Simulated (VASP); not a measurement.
Input of a VASP 6.6.1 run:

INCAR

```
SYSTEM = Sb
  ALGO = Normal
  EDIFF = 1E-7
  ENCUT = 520
  ISIF = 2
  ISMEAR = 1
  LASPH = .TRUE.
  LCHARG = .FALSE.
  LREAL = .FALSE.
  LWAVE = .FALSE.
  NBANDS = 12
  NELM = 60
  PREC = Accurate
  SIGMA = 0.6
```

KPOINTS

```
k-points
0
G
  9 9 9
  0 0 0
```

POSCAR

```
Sb
1.0
    2.1456002536      1.2387628840      3.6587425366
   -2.1456002536      1.2387628840      3.6587425366
    0.0000000000     -2.4775257680      3.6587425366
Sb
2
Direct
    0.2359371474      0.2359371474      0.2359371474
    0.7640628526      0.7640628526      0.7640628526
```

Potentials or basis: VASP PAW LDA potentials, release 64 (Sb).

The run is started by

```sh
$ cat potpaw_LDA.64/Sb/POTCAR > POTCAR
$ mpirun -np 1 vasp_std > vasp.out
```

Task: Predict the largest force.

Result: 0.056 eV/Å.

Task: Estimate the pressure.

Result: 0.2 GPa.

Forces on the atoms (eV/Å):
```
Sb   0.000  0.000  0.056
Sb   0.000  0.000 -0.056
```
